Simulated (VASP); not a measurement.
Set up this calculation in VASP 6.6.1, as the native input.

* Task: single point
* Functional: HSE06
* Potentials or basis: VASP PAW PBE potentials, release 64 (Hf_pv, O)
* Cutoff: 520 eV
* k mesh: 4 × 4 × 6
* Occupations: gaussian, width 0.01 eV
* Spin: no spin polarisation
* Dipole correction: no
* Grid for exact exchange (PRECFOCK): Fast
* Further INCAR settings: ALGO = Normal; EDIFF = 1e-06; NBANDS = 31
* Share of exact exchange: 0.25
* Screening parameter: 0.2079 1/Å

The system is HfO2.

```
Hf O
1.0
     4.81353    0.00000    0.00000
     0.00000    4.81353    0.00000
     0.00000    0.00000    3.20542
Hf O
2 4
Direct
  0.50000 0.50000 0.50000
  0.00000 0.00000 0.00000
  0.80504 0.19496 0.50000
  0.69496 0.69496 0.00000
  0.30504 0.30504 0.00000
  0.19496 0.80504 0.50000
```

One way to write it, as run:

POSCAR

```
HfO2
1.0
    4.8135329900      0.0000000000      0.0000000000
    0.0000000000      4.8135329900      0.0000000000
    0.0000000000      0.0000000000      3.2054154100
Hf O
2 4
Direct
    0.5000000000      0.5000000000      0.5000000000
    0.0000000000      0.0000000000      0.0000000000
    0.8050448800      0.1949551200      0.5000000000
    0.6949551200      0.6949551200      0.0000000000
    0.3050448800      0.3050448800      0.0000000000
    0.1949551200      0.8050448800      0.5000000000
```

INCAR.step1

```
PREC = Accurate
ENCUT = 520
EDIFF = 1E-5
ISMEAR = 0
SIGMA = 0.01
LREAL = F
LASPH = T
NELM = 80
ALGO = Normal
ISIF = 2
LWAVE = T
NBANDS = 31
GGA = PE
KPAR = 4
```

INCAR.step2

```
PREC = Accurate
ENCUT = 520
EDIFF = 1E-6
ISMEAR = 0
SIGMA = 0.01
LREAL = F
LASPH = T
NELM = 80
ALGO = Normal
ISIF = 2
LWAVE = F
LCHARG = T
GGA = PE
LHFCALC = T
HFSCREEN = 0.2079
PRECFOCK = Fast
LVHAR = T
NBANDS = 31
ISTART = 1
KPAR = 4
```

KPOINTS

```
Automatic mesh
0
Gamma
  4 4 6
```

Potentials or basis: VASP PAW PBE potentials, release 64 (Hf_pv, O).

Run with:

```console
$ cat potpaw_PBE.64/Hf_pv/POTCAR potpaw_PBE.64/O/POTCAR > POTCAR
$ cp INCAR.step1 INCAR
$ mpirun -np 4 vasp_std > vasp.out
$ cp INCAR.step2 INCAR
$ mpirun -np 4 vasp_std > vasp.out
```

Results of the run:

```
Pressure               : -0.2 GPa
Largest force          : 0.075 eV/Å
Band gap on the k mesh : 5.58 eV
```

Caveat: the PAW data sets were made with another functional, which shifts forces and pressure a little; spin-orbit coupling is left out, which moves the levels of the heavy elements.

Run time: 15 min on 4 MPI ranks on Intel(R) Xeon(R) 6975P-C (Granite Rapids) (shared host), peak memory 0.33 GiB a rank.
